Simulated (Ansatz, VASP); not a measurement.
**One calculation of TlCl, two programs**

INCAR

```
PREC = Accurate ; ENCUT = 500
EDIFF = 1E-6 ; ISMEAR = 1
SIGMA = 0.001 ; LREAL = False
LASPH = True ; NELM = 120
ALGO = Normal ; ISIF = 2
LWAVE = False ; LCHARG = True
GGA = PS ; LELF = True
LVHAR = True ; NBANDS = 17
GGA_COMPAT = False
```

Contents of KPOINTS:

```
Automatic mesh
0
Gamma
  4 4 4
```

File POSCAR:

```
TlCl
1.0
    3.8388256296      0.0000000000      0.0000000000
    0.0000000000      3.8388256296      0.0000000000
    0.0000000000      0.0000000000      3.8388256296
Tl Cl
1 1
Direct
    0.0000000000      0.0000000000      0.0000000000
    0.5000000000      0.5000000000      0.5000000000
```

Input for Ansatz:

```yaml
crystal:
  lattice:
    - [3.8388256296, 0.0, 0.0]
    - [0.0, 3.8388256296, 0.0]
    - [0.0, 0.0, 3.8388256296]
  atoms:
    - { symbol: Tl, position: [0.0, 0.0, 0.0] }
    - { symbol: Cl, position: [0.5, 0.5, 0.5] }
kpoints:
  mp_grid: { grid: [4, 4, 4] }
hamiltonian:
  xc: pbesol
scf:
  occupations: { method: cold, width: 0.001 }
  n_extra_bands: 4
output:
  forces: true
  stress: true
  eigenvalues: true
```

Alike in both runs: task single point; functional PBEsol; k mesh 4 × 4 × 4; no spin polarisation.

|  | VASP | Ansatz |
| --- | --- | --- |
| version | VASP 6.6.1 | Ansatz 0.2.0 |
| potentials or method | VASP PAW PBE potentials, release 64 (Tl_d, Cl) | plane waves |
| plane-wave cutoff (eV) | 500 | 420 |
| occupations | methfessel-paxton of order 1, width 0.001 eV | cold, width 0.001 eV |
| valence electrons in the cell | 20 | 20 |

VASP gave:

| Property | Result |
| --- | --- |
| gap on the k mesh at the Fermi level (eV) | 1.94 |
| pressure (GPa) | -1.4 |

What did Ansatz give for the same quantities?

gap on the k mesh at the Fermi level (eV): 1.94; pressure (GPa): -1.3.

VASP's potentials were made for PBE, not for PBEsol.

Spin-orbit coupling is off throughout.
